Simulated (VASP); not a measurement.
A run of VASP 6.6.1:

File POSCAR:

```
MgO
1.0
    0.0000000000      1.8656214581      2.1021086852
    2.1021086852      0.0000000000      2.1021086852
    2.1021086852      1.8656214581      0.0000000000
Mg O
1 1
Direct
    0.0000000000      0.0000000000      0.0000000000
    0.5000000000      0.5000000000      0.5000000000
```

The input INCAR.step1:

```
SYSTEM = MgO
ALGO     = Normal         ! electronic algorithm
EDIFF    = 1E-4           ! SCF threshold, eV
ENCUT    = 520            ! plane-wave cutoff, eV
GGA      = PE             ! functional
ISMEAR   = 0              ! smearing method
LASPH    = .TRUE.         ! aspherical terms in the spheres
LCHARG   = .FALSE.        ! write CHGCAR
LREAL    = .FALSE.        ! projectors in reciprocal space
LWAVE    = .TRUE.         ! write WAVECAR
NBANDS   = 11             ! bands
NELM     = 80             ! most SCF steps
PREC     = Accurate       ! precision mode
SIGMA    = 0.05           ! smearing width, eV
```

File INCAR.step2:

```
SYSTEM = MgO
ALGO     = Normal         ! electronic algorithm
EDIFF    = 1E-6           ! SCF threshold, eV
ENCUT    = 520            ! plane-wave cutoff, eV
ISIF     = 2              ! what is computed and relaxed
ISMEAR   = 0              ! smearing method
ISTART   = 1            
LASPH    = .TRUE.         ! aspherical terms in the spheres
LCHARG   = .FALSE.        ! write CHGCAR
LMIXTAU  = .TRUE.       
LREAL    = .FALSE.        ! projectors in reciprocal space
LWAVE    = .FALSE.        ! write WAVECAR
METAGGA  = R2SCAN         ! meta-GGA
NBANDS   = 11             ! bands
NELM     = 80             ! most SCF steps
PREC     = Accurate       ! precision mode
SIGMA    = 0.05           ! smearing width, eV
```

Contents of KPOINTS:

```
k-points
0
G
  10 10 10
  0 0 0
```

Potentials or basis: VASP PAW PBE potentials, release 64 (Mg, O).

Launch:

```sh
$ cat potpaw_PBE.64/Mg/POTCAR potpaw_PBE.64/O/POTCAR > POTCAR
$ cp INCAR.step1 INCAR
$ mpirun -np 1 vasp_std > vasp.out
$ cp INCAR.step2 INCAR
$ mpirun -np 1 vasp_std > vasp.out
```

Hardware: 1 thread of Intel Xeon 6975P-C, with other jobs on the host.

**Question.** How long does it take, and how much memory?

**Answer.** It took 47 s on 1 thread of Intel Xeon 6975P-C, with other jobs on the host, peak memory 0.16 GiB. Counts: k points 102.
